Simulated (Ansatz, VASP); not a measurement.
Tl3Sb2Mo: VASP beside Ansatz

```xyz
6
Lattice="3.0799 1.7782 4.7195 -3.0799 1.7782 4.7195 0.0000 -3.5564 4.7195" Properties=species:S:1:pos:R:3 pbc="T T T"
Tl   -1.5400    0.8891    2.3597
Tl    0.0000   -1.7782    2.3597
Tl    1.5400    0.8891    2.3597
Sb    0.0000    0.0000    5.2537
Sb    0.0000    0.0000    8.9048
Mo    0.0000    0.0000    0.0000
```

Change from the starting cell: species swapped into the Ho2AlFe3 type (R-3m, No. 166).

Alike in both runs: functional PBE; k mesh 3 × 3 × 3; occupations gaussian, width 0.1 eV; no spin polarisation.

Ansatz relaxed the structure, and its values are those at the end. VASP's run is a single point on that final structure, the one shown.

|  | VASP | Ansatz |
| --- | --- | --- |
| version | VASP 6.6.1 | Ansatz 0.2.0 |
| potentials or method | VASP PAW PBE potentials, release 64 (Tl_d, Sb, Mo_sv), cutoff 520 eV | scalar-relativistic, plane waves, PAW |
| valence electrons in the cell | 63 | 83 |

VASP gave:

* gap on the k mesh at the Fermi level (eV): none
* pressure (GPa): 0.1
* rms of the force components (eV/Å): 0.012

Task: What did Ansatz give for the same quantities?

Result: gap on the k mesh at the Fermi level (eV): none; pressure (GPa): 0.1; rms of the force components (eV/Å): 0.010.

A gap of «none» marks a metal or a gap that the smearing closes. VASP's potentials hold 63 valence electrons a cell and Ansatz's 83, so a difference there can come from the potentials and not from the codes.

The k mesh is coarse, so the values compare programs but aren't converged. Spin-orbit coupling is off throughout.
